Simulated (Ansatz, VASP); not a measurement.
One calculation of In2GaP3, two programs

```
CELL_PARAMETERS angstrom
4.07059 0.00000 0.00000
-2.03529 3.52523 0.00000
0.00000 0.00000 9.99974
ATOMIC_POSITIONS crystal
Ga 0.00000 0.00000 0.00091
In 0.66667 0.33333 0.67367
In 0.33333 0.66667 0.32749
P 0.66667 0.33333 0.92956
P 0.33333 0.66667 0.58186
P 0.00000 0.00000 0.23652
```

Alike in both runs: task single point; functional PBE; k mesh 12 × 12 × 4; occupations fermi-dirac, width 0.02 eV; no spin polarisation.

|  | VASP | Ansatz |
| --- | --- | --- |
| version | VASP 6.6.1 | Ansatz 0.2.0 |
| potentials or method | VASP PAW PBE potentials, release 64 (Ga_d, In_d, P) | plane waves, PAW |
| plane-wave cutoff (eV) | 520 | 420 |
| valence electrons in the cell | 54 | 54 |

|  | VASP | Ansatz | Ansatz less VASP |
| --- | --- | --- | --- |
| pressure (GPa) | 1.8 | 1.9 | +0.04 |
| traceless stress, the component that is largest in VASP (GPa) | 0.08 | 0.09 | +0.012 |
| rms of the force components (eV/Å) | 0.017 | 0.018 | +0.0010 |

Atom by atom the forces differ by 0.002 eV/Å (rms over components).
